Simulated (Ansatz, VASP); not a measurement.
**LiH: VASP beside Ansatz**

```
Li H
1.0
     2.69062    0.00000    0.00000
     0.00000    2.69062    0.00000
     0.00000    0.00000    4.35998
Li H
1 1
Direct
  0.00000 0.00000 0.00000
  0.50000 0.50000 0.00000
```

Alike in both runs: task relaxation of cell and atoms; functional PBE; k mesh 14 × 14 × 8; occupations gaussian, width 0.02 eV; no spin polarisation.

```csv
,VASP,Ansatz
version,VASP 6.6.1,Ansatz 0.2.0
potentials or method,"VASP PAW PBE potentials, release 64 (Li_sv, H), cutoff 600 eV","scalar-relativistic, plane waves, PAW"
valence electrons in the cell,4,4
```

```csv
,VASP,Ansatz,Ansatz less VASP
"gap on the k mesh at the Fermi level, each at its own relaxed structure (eV)",0.32,0.32,0.000
relaxed volume (Å³/atom),15.78,15.78,0.000
relaxed cell length with the largest relative difference (Å),2.691,2.691,0.0000
```

Noted on VASP's run: the cutoff is short for stress, so the pressure is rough; the relaxation stopped at its first step, so nothing moved.
